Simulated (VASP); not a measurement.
# Be3AlP3 (P-62m) in VASP: single point with PBE

Aim: the single point of Be3AlP3 with PBE.

Everything below comes from runs of VASP 6.6.1. Logs are shortened: lines on timing, memory, paths and dates and some standing lists are left out, and cuts for length are marked.

**1. The cell of the first run**

It takes space group P-62m (No. 189, hexagonal). The conventional cell has a = 5.111 Å, b = 5.111 Å, c = 4.506 Å, α = 90.00°, β = 90.00°, γ = 120.00°. Within 3.0 Å of Be (site symmetry -62m) lie 2 Al at 2.25 Å and 6 P at 2.33 to 2.78 Å and 6 Be at 2.95 Å. Be (site symmetry -6) has 3 P at 1.49 Å within 2.0 Å. Within 3.0 Å of Al (site symmetry -62m) lie 2 Be at 2.25 Å. P (site symmetry m2m) has 2 Be at 1.49 Å within 2.0 Å.

**2. Single point, PBE**

INCAR reads:

```
SYSTEM = Be3AlP3
ALGO = Normal
EDIFF = 1E-6
ENCUT = 520
GGA = PE
ISIF = 2
ISMEAR = 0
LASPH = .TRUE.
LCHARG = .TRUE.
LELF = .TRUE.
LREAL = .FALSE.
LVHAR = .TRUE.
LWAVE = .FALSE.
NBANDS = 21
NELM = 80
PREC = Accurate
SIGMA = 0.1
```

KPOINTS reads:

```
k-points
0
G
  6 6 4
  0 0 0
```

POSCAR reads:

```
Be3AlP3
1.0
    5.1114083700      0.0000000000      0.0000000000
   -2.5557041900      4.4266095000      0.0000000000
    0.0000000000      0.0000000000      4.5060934700
Be Al P
3 1 3
Direct
    0.0000000000      0.0000000000      0.5000000000
    0.3333333300      0.6666666700      0.5000000000
    0.6666666700      0.3333333300      0.5000000000
    0.0000000000      0.0000000000      0.0000000000
    0.5441934600      0.0000000000      0.5000000000
    0.0000000000      0.5441934600      0.5000000000
    0.4558065400      0.4558065400      0.5000000000
```

Potentials or basis: VASP PAW PBE potentials, release 64 (Be, Al, P).

Launch:

```
cat potpaw_PBE.64/Be/POTCAR potpaw_PBE.64/Al/POTCAR potpaw_PBE.64/P/POTCAR > POTCAR
mpirun -np 1 vasp_std > vasp.out
```

OUTCAR:

```text
SYSTEM = Be3AlP3
   EDIFF = 1E-6
   ENCUT = 520
   GGA = PE
   ISIF = 2
   ISMEAR = 0
   LASPH = .TRUE.
   LREAL = .FALSE.
   NELM = 80
   PREC = Accurate

 ion  position               nearest neighbor table
   1  0.000  0.000  0.500-   4 2.25   4 2.25   7 2.33   5 2.33   6 2.33
   2  0.333  0.667  0.500-   6 1.49   5 1.49   7 1.49
   3  0.667  0.333  0.500-   5 1.49   6 1.49   7 1.49
   4  0.000  0.000  0.000-   1 2.25   1 2.25
   5  0.544  0.000  0.500-   3 1.49   2 1.49   1 2.33   6 2.59   6 2.59   7 2.59   7 2.59
   6  0.000  0.544  0.500-   2 1.49   3 1.49   1 2.33   5 2.59   7 2.59   5 2.59   7 2.59
   7  0.456  0.456  0.500-   3 1.49   2 1.49   1 2.33   6 2.59   6 2.59   5 2.59   5 2.59

  LATTYP: Found a hexagonal cell.
 ALAT       =     5.1114083700
 C/A-ratio  =     0.8815757114

  Lattice vectors:

 A1 = (   5.1114083700,   0.0000000000,   0.0000000000)
 A2 = (  -2.5557041900,   4.4266095000,   0.0000000000)
 A3 = (   0.0000000000,   0.0000000000,   4.5060934700)

Analysis of symmetry for initial positions (statically):
=====================================================================
 Subroutine PRICEL returns:
 Original cell was already a primitive cell.

 Routine SETGRP: Setting up the symmetry group for a
 hexagonal supercell.

 Subroutine GETGRP returns: Found 12 space group operations
 (whereof 12 operations were pure point group operations)
 out of a pool of 24 trial point group operations.

The static configuration has the point symmetry D_3h.

Analysis of symmetry for dynamics (positions and initial velocities):
=====================================================================
 Subroutine PRICEL returns:
 Original cell was already a primitive cell.

 Routine SETGRP: Setting up the symmetry group for a
 hexagonal supercell.

 Subroutine GETGRP returns: Found 12 space group operations
 (whereof 12 operations were pure point group operations)
 out of a pool of 24 trial point group operations.

The dynamic configuration has the point symmetry D_3h.

 Subroutine INISYM returns: Found 12 space group operations
 (whereof 12 operations are pure point group operations),
 and found     1 'primitive' translations

----------------------------------------------------------------------------------------

                                     Primitive cell

  volume of cell :     101.9558

  direct lattice vectors                    reciprocal lattice vectors
     5.111408370  0.000000000  0.000000000     0.195640796  0.112953266  0.000000000
    -2.555704190  4.426609500  0.000000000     0.000000000  0.225906532  0.000000000
     0.000000000  0.000000000  4.506093470     0.000000000  0.000000000  0.221921717

  length of vectors
     5.111408370  5.111408375  4.506093470     0.225906532  0.225906532  0.221921717

  position of ions in fractional coordinates (direct lattice)
     0.000000000  0.000000000  0.500000000
     0.333333330  0.666666670  0.500000000
     0.666666670  0.333333330  0.500000000
     0.000000000  0.000000000  0.000000000
     0.544193460  0.000000000  0.500000000
     0.000000000  0.544193460  0.500000000
     0.455806540  0.455806540  0.500000000

  ion indices of the primitive-cell ions
   primitive index   ion index
                 1           1
                 2           2
                 3           3
                 4           4
                 5           5
                 6           6
                 7           7

----------------------------------------------------------------------------------------

 KPOINTS: k-points

Automatic generation of k-mesh.
 Grid dimensions read from file:
 generate k-points for:    6    6    4

 Generating k-lattice:

  Cartesian coordinates                     Fractional coordinates (reciprocal lattice)
     0.032606799  0.018825544  0.000000000     0.166666667  0.000000000  0.000000000
     0.000000000  0.037651089  0.000000000     0.000000000  0.166666667  0.000000000
     0.000000000  0.000000000  0.055480429     0.000000000  0.000000000  0.250000000

  Length of vectors
     0.037651089  0.037651089  0.055480429

  Shift w.r.t. Gamma in fractional coordinates (k-lattice)
     0.000000000  0.000000000  0.000000000

 Subroutine IBZKPT returns following result:
 ===========================================

 Found     21 irreducible k-points:

 Following reciprocal coordinates:
            Coordinates               Weight
  0.000000  0.000000  0.000000      1.000000
  0.166667 -0.000000  0.000000      6.000000
  0.333333  0.000000  0.000000      6.000000
  0.500000  0.000000  0.000000      3.000000
  0.166667  0.166667  0.000000      6.000000
  0.333333  0.166667  0.000000     12.000000
[... 13 lines left out ...]
  0.333333  0.166667  0.500000     12.000000
  0.333333  0.333333  0.500000      2.000000
   k-points           NKPTS =     21   k-points in BZ     NKDIM =     21   number of bands    NBANDS=     21
   number of dos      NEDOS =    301   number of ions     NIONS =      7
   total plane-waves  NPLWV =  57600
   dimension x,y,z NGX =    40 NGY =   40 NGZ =   36
   dimension x,y,z NGXF=    80 NGYF=   80 NGZF=   72
   ions per type =               3   1   3
   NGX,Y,Z   is equivalent  to a cutoff of  13.01, 13.01, 13.28 a.u.
   NGXF,Y,Z  is equivalent  to a cutoff of  26.02, 26.02, 26.56 a.u.
 SYSTEM =  Be3AlP3
   PREC   = accura    normal or accurate (medium, high low for compatibility)
   ISTART =      0    job   : 0-new  1-cont  2-samecut
   ICHARG =      2    charge: 1-file 2-atom 10-const
   ISPIN  =      1    spin polarized calculation?
   LNONCOLLINEAR =      F non collinear calculations
   LSORBIT =      F    spin-orbit coupling
   LASPH  =      T    aspherical Exc in radial PAW
   ENCUT  =  520.0 eV  38.22 Ry    6.18 a.u.   9.50  9.50  8.38*2*pi/ulx,y,z
   NELM   =     80;   NELMIN=  2; NELMDL= -5     # of ELM steps
   EDIFF  = 0.1E-05   stopping-criterion for ELM
   LREAL  =      F    real-space projection
   EDIFFG = 0.1E-04   stopping-criterion for IOM
   NSW    =      0    number of steps for IOM
   IBRION =     -1    ionic relax: 0-MD 1-quasi-New 2-CG
   NFREE  =      0    steps in history (QN), initial steepest desc. (CG)
   ISIF   =      2    stress and relaxation
   ISYM   =      2    0-nonsym 1-usesym 2-fastsym
   POTIM  = 0.5000    time-step for ionic-motion
   TEBEG  =    0.0;   TEEND  =   0.0 temperature during run
   PSTRESS=    0.0 pullay stress
   NELECT =      24.0000    total number of electrons
   NUPDOWN=      -1.0000    fix difference up-down
   EMIN   =  10.00;   EMAX   =-10.00  energy-range for DOS
   EFERMI =   0.00;   METHOD = LEGACY
   ISMEAR =     0;   SIGMA  =   0.10  broadening in eV -4-tet -1-fermi 0-gaus
   EFERMI_NEDOS =   21; number of points for ismear=-14 and -15
   IALGO  =     38    algorithm
   IMIX   =      4    mixing-type and parameters
     AMIX     =   0.40;   BMIX     =  1.00
     AMIX_MAG =   1.60;   BMIX_MAG =  1.00
  volume/ion in A,a.u.               =      14.57        98.29
  Fermi-wavevector in a.u.,A,eV,Ry     =   1.010822  1.910176 13.901897  1.021761
  Thomas-Fermi vector in A             =   2.143834
   LORBIT       =      0    0 simple, 1 ext, 2 COOP (PROOUT), +10 PAW based schemes
   GGA     = PE    functional components
   LHFCALC =     F    Hartree Fock is set to
   AEXX    =    0.0000 exact exchange contribution
   IVDW    =     0    specifies the selected vdW correction
   LEPSILON=     F    determine dielectric tensor
   LRPA    =     F    only Hartree local field effects (RPA)
 non-spin polarized calculation
 Gauss-broadening in eV      SIGMA  =   0.10
  energy-cutoff  :      520.00
  volume of cell :      101.96
 maximum number of plane-waves:      2777
 NGX is ok and might be reduce to    40
   NGX = 19   NGY = 19   NGZ = 17

 number of electron      23.9999999 magnetization

 Free energy of the ion-electron system (eV)
  ---------------------------------------------------
  ext. energy  EPLUGINS =         0.00000000
  ---------------------------------------------------
  free energy    TOTEN  =        -6.65633343 eV

  energy without entropy =       -6.63568493  energy(sigma->0) =       -6.64600918

 E-fermi :   5.6590     XC(G=0):  -9.3838

 val. band max:        5.6373108656   @ k =   0.0000   0.0000   0.5000
 cond. band min:       5.6709363309   @ k =   0.1667  -0.0000   0.2500
 fundamental gap:      0.0336254653
 Fermi energy:         5.6590194212

 k-point     1 :       0.0000    0.0000    0.0000
  band No.  band energies     occupation
      1      -8.3663      2.00000
      2      -4.6588      2.00000
      3      -4.6588      2.00000
      4      -1.4448      2.00000
      5      -1.4448      2.00000
      6      -0.9286      2.00000
[... 13 lines left out ...]
     20      10.5289      0.00000
     21      11.5862      0.00000

 k-point     2 :       0.1667   -0.0000    0.0000
  band No.  band energies     occupation
      1      -8.2220      2.00000
      2      -5.1467      2.00000
      3      -4.8496      2.00000
      4      -1.5002      2.00000
      5      -0.9730      2.00000
      6      -0.4578      2.00000
[... 13 lines left out ...]
     20      11.4527      0.00000
     21      11.5993      0.00000

 k-point     3 :       0.3333    0.0000    0.0000
  band No.  band energies     occupation
      1      -7.8052      2.00000
      2      -6.0756      2.00000
      3      -5.1456      2.00000
      4      -1.6874      2.00000
      5       0.1874      2.00000
      6       0.5651      2.00000
[... 13 lines left out ...]
     20      11.4386      0.00000
     21      12.2813      0.00000
[... 385 lines left out ...]
 k-point    20 :       0.3333    0.1667    0.5000
  band No.  band energies     occupation
      1      -7.3006      2.00000
      2      -6.3881      2.00000
      3      -5.4124      2.00000
      4      -0.8866      2.00000
      5      -0.3462      2.00000
      6       0.3442      2.00000
[... 13 lines left out ...]
     20      11.5183      0.00000
     21      12.1022      0.00000

 k-point    21 :       0.3333    0.3333    0.5000
  band No.  band energies     occupation
      1      -6.8127      2.00000
      2      -6.8127      2.00000
      3      -5.7012      2.00000
      4       0.1362      2.00000
      5       0.1362      2.00000
      6       0.2503      2.00000
[... 13 lines left out ...]
     20      11.7502      0.00000
     21      11.7502      0.00000

------------------------ aborting loop because EDIFF is reached ----------------------------------------

  FORCE on cell =-STRESS in cart. coord.  units (eV):
  Direction    XX          YY          ZZ          XY          YZ          ZX
  --------------------------------------------------------------------------------------
  -------------------------------------------------------------------------------------
  Total       79.3042414     79.3042415     -0.4148663     -0.0000001      0.0000000      0.0000000
  in kB     1246.2208416   1246.2208430     -6.5193876     -0.0000014      0.0000000      0.0000000
  external PRESSURE =     828.6407657 kB  Pullay stress =       0.0000000 kB

 VOLUME and BASIS-vectors are now :
 -----------------------------------------------------------------------------
  energy-cutoff  :      520.00
  volume of cell :      101.96
      direct lattice vectors                 reciprocal lattice vectors
     5.111408370  0.000000000  0.000000000     0.195640796  0.112953266  0.000000000
    -2.555704190  4.426609500  0.000000000     0.000000000  0.225906532  0.000000000
     0.000000000  0.000000000  4.506093470     0.000000000  0.000000000  0.221921717

 POSITION                                       TOTAL-FORCE (eV/Angst)
 -----------------------------------------------------------------------------------
      0.00000      0.00000      2.25305         0.000000      0.000000     -0.000000
     -0.00000      2.95107      2.25305         0.000000      0.000000     -0.000000
      2.55570      1.47554      2.25305         0.000000      0.000000     -0.000000
      0.00000      0.00000      0.00000         0.000000      0.000000     -0.000000
      2.78160      0.00000      2.25305         6.103211      0.000000      0.000000
     -1.39080      2.40893      2.25305        -3.051605      5.285536     -0.000000
      1.16491      2.01768      2.25305        -3.051605     -5.285536     -0.000000
 -----------------------------------------------------------------------------------
    total drift:                               -0.000000     -0.000001     -0.000000

  FREE ENERGIE OF THE ION-ELECTRON SYSTEM (eV)
  ---------------------------------------------------
  free  energy   TOTEN  =        -6.6563334347 eV

  energy  without entropy=       -6.6356849268  energy(sigma->0) =       -6.64600918
```

It used 91 s of CPU time on 1 thread of AMD EPYC 7R13 Processor (Zen 3), with other jobs on the host.

Results:

```yaml
Free_energy: -6.6563 eV
Pressure: 82.9 GPa
Largest_force: 6.103 eV/Å
Band_gap_on_the_k_mesh: zero (band 12 reaches 5.94 eV, above the bottom of band 13 at 5.21 eV)
```

Forces on the atoms (eV/Å):
```
Be   0.000  0.000  0.000
Be   0.000  0.000  0.000
Be   0.000  0.000  0.000
Al   0.000  0.000  0.000
P    6.103  0.000  0.000
P   -3.052  5.286  0.000
P   -3.052 -5.286  0.000
```

Caveat: forces of over 1 eV/Å act on the atoms, so gaps and moduli don't describe the material at rest.
